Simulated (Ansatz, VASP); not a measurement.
One calculation of Co, two programs

File INCAR:

```
SYSTEM = Co
PREC = Accurate
ENCUT = 520
EDIFF = 1E-8
ISMEAR = -1
SIGMA = 0.03
LREAL = .False.
LASPH = .True.
NELM = 150
ALGO = Normal
ISIF = 2
LWAVE = .False.
LCHARG = .False.
ISPIN = 2
MAGMOM = 2 2
LORBIT = 11
LMAXMIX = 4
LEFG = .True.
NBANDS = 20
```

KPOINTS

```
Automatic mesh
0
Gamma
  17 17 9
  0 0 0
```

File POSCAR:

```
Co
1.0
    2.5125316956      0.0000000000      0.0000000000
   -1.2562658478      2.1759162762      0.0000000000
    0.0000000000      0.0000000000      4.0870761931
Co
2
Direct
    0.3333333333      0.6666666667      0.2500000000
    0.6666666667      0.3333333333      0.7500000000
```

Input for Ansatz:

```yaml
crystal:
  lattice:
    - [2.5125316956, 0.0, 0.0]
    - [-1.2562658478, 2.1759162762, 0.0]
    - [0.0, 0.0, 4.0870761931]
  atoms:
    - { symbol: Co, position: [0.3333333333, 0.6666666667, 0.25], spin: 2.0 }
    - { symbol: Co, position: [0.6666666667, 0.3333333333, 0.75], spin: 2.0 }
magnetization:
  spin_polarized: true
kpoints:
  mp_grid: { grid: [17, 17, 9] }
scf:
  occupations: { method: fermi_dirac, width: 0.03 }
hamiltonian:
  xc: lda
  pseudopotentials: { kind: all_electron, datasets: crystal }
output:
  forces: true
  stress: true
  eigenvalues: true
  efg: { contact_densities: true }
```

Change from the starting cell: volume scaled by 1.05, crystal datasets.

Alike in both runs: task electric field gradients; functional LDA; k mesh 17 × 17 × 9; occupations fermi-dirac, width 0.03 eV; collinear spin.

|  | VASP | Ansatz |
| --- | --- | --- |
| version | VASP 6.6.1 | Ansatz 0.2.0 |
| potentials or method | VASP PAW LDA potentials, release 64 (Co), cutoff 520 eV | all-electron PAW with datasets made for the crystal, scalar-relativistic |

VASP gave:

* pressure (GPa): -23.5
* traceless stress, the component that is largest in VASP (GPa): -1.67
* net moment per atom (μB): 1.58
* size of the moment on the site where the two differ most (μB): 1.59
* size of Vzz on the site where it differs most (V/Å²): 1.1

Problem. What did Ansatz give for the same quantities?

Solution. Pressure (GPa): -22.9; traceless stress, the component that is largest in VASP (GPa): -1.58; net moment per atom (μB): 1.61; size of the moment on the site where the two differ most (μB): 1.67; size of Vzz on the site where it differs most (V/Å²): 0.7.

LDA's correlation is that of Perdew and Zunger in VASP and of Perdew and Wang (1992) in Ansatz. Site moments also hang on the region over which each program counts them. Ansatz ran all-electron here, and VASP with PAW potentials. Ansatz's warnings: stability check not made.
